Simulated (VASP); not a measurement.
Na, 2 atoms in the cell. The structure is cubic, space group Fd-3m (No. 227). Conventional cell: a = 5.329 Å, b = 5.329 Å, c = 5.329 Å, α = 90.00°, β = 90.00°, γ = 90.00°. Within 3.0 Å of Na (site symmetry -43m) lie 4 Na at 2.31 Å. 

| Item | Value |
| --- | --- |
| Program | VASP 6.6.1 |
| Task | single point |
| Functional | PBE |
| Potentials or basis | VASP PAW PBE potentials, release 64 (Na_pv) |
| Cutoff | 500 eV |
| k mesh | 12 × 12 × 12 |
| Occupations | fermi-dirac, width 0.1 eV |
| Spin | no spin polarisation |
| Dipole correction | no |
| Further INCAR settings | ALGO = Normal; EDIFF = 1e-06; NBANDS = 14 |

Potentials or basis: VASP PAW PBE potentials, release 64 (Na_pv).

The run is started by

```bash
$ cat potpaw_PBE.64/Na_pv/POTCAR > POTCAR
$ mpirun -np 1 vasp_std > vasp.out
```

Hardware: 1 thread of AMD EPYC 7R43 64-Core Processor (Zen 3) (shared host).

Estimate the wall time of this run.

Run time: 31 s on 1 thread of AMD EPYC 7R43 64-Core Processor (Zen 3) (shared host), peak memory 0.13 GiB. Counts: scf iterations 11, k points 72.
